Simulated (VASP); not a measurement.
Set up this calculation in VASP 6.6.1, as the native input.

```
Task                   : relaxation of cell and atoms
Functional             : PBE
Potentials or basis    : VASP PAW PBE potentials, release 64 (Be, S)
Cutoff                 : 600 eV
k mesh                 : 7 × 7 × 5
Occupations            : gaussian, width 0.2 eV
Spin                   : no spin polarisation
Dipole correction      : no
Further INCAR settings : ALGO = Normal; EDIFF = 1e-06; IBRION = 2; EDIFFG = -0.08; NSW = 36; ISIF = 3
```

The structure of Be2S lies in POSCAR:

```
Be2S
1.0
    3.3000000000      0.0000000000      0.0000000000
   -1.6500000000      2.8578838300      0.0000000000
    0.0000000000      0.0000000000      3.8500000000
Be S
2 1
Direct
    0.3333333300      0.6666666700      0.7730000000
    0.3333333300      0.6666666700      0.2270000000
    0.0000000000      0.0000000000      0.0000000000
```

The input as run:

INCAR

```
PREC     = Accurate       # precision mode
ENCUT    = 600            # plane-wave cutoff, eV
EDIFF    = 1E-6           # SCF threshold, eV
ISMEAR   = 0              # smearing method
SIGMA    = 0.2            # smearing width, eV
LREAL    = F              # projectors in reciprocal space
LASPH    = T              # aspherical terms in the spheres
NELM     = 100            # most SCF steps
ALGO     = Normal         # electronic algorithm
ISIF     = 3              # what is computed and relaxed
LWAVE    = F              # write WAVECAR
LCHARG   = F              # write CHGCAR
GGA      = PE             # functional
IBRION   = 2              # ionic algorithm
NSW      = 36             # ionic steps
EDIFFG   = -0.08          # ionic threshold
```

KPOINTS

```
regular mesh
0
Gamma
  7 7 5
```

Potentials or basis: VASP PAW PBE potentials, release 64 (Be, S).

Command:

```console
$ cat potpaw_PBE.64/Be/POTCAR potpaw_PBE.64/S/POTCAR > POTCAR
$ mpirun -np 1 vasp_std > vasp.out
```

Results of the run:

The relaxed volume is 13.68 Å³/atom and the relaxed cell is a = 3.262 Å, b = 3.262 Å, c = 4.455 Å, α = 90.00°, β = 90.00°, γ = 120.00°. The space group after relaxing (to 0.05 Å) is P-6m2 (No. 187). The energy gained by relaxing is 347.9 meV/atom and the ionic steps are 7. The pressure after relaxing is -0.2 GPa, the largest force after relaxing is 0.058 eV/Å and the band gap on the k mesh is 0.47 eV, indirect (least direct gap 1.34 eV).

Caveat: the relaxation stopped at a loose force limit of 0.08 eV/Å, so its end isn't a converged minimum.

It took 41 s on 1 thread of Intel(R) Xeon(R) Platinum 8375C CPU @ 2.90GHz (Ice Lake), on a shared host, peak memory 0.16 GiB.
